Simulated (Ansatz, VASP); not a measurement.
# One calculation of As, two programs

```
As
1.0
    -2.67205    2.67205    1.42126
     2.67205   -2.67205    1.42126
     2.67205    2.67205   -1.42126
As
2
Direct
  0.62500 0.87500 0.75000
  0.37500 0.12500 0.25000
```

Change from the starting cell: volume scaled by 1, norm-conserving files.

Alike in both runs: task single point; functional PBE; k mesh 17 × 17 × 17; occupations fermi-dirac, width 0.1 eV; no spin polarisation.

|  | VASP | Ansatz |
| --- | --- | --- |
| version | VASP 6.6.1 | Ansatz 0.2.0 |
| potentials or method | VASP PAW PBE potentials, release 64 (As) | scalar-relativistic |
| plane-wave cutoff (eV) | 520 | 1143 |
| valence electrons in the cell | 10 | 30 |

```tsv
	VASP	Ansatz	Ansatz less VASP
pressure (GPa)	0.1	0.0	-0.12
```

VASP's potentials hold 10 valence electrons a cell and Ansatz's 30, so a difference there can come from the potentials and not from the codes.
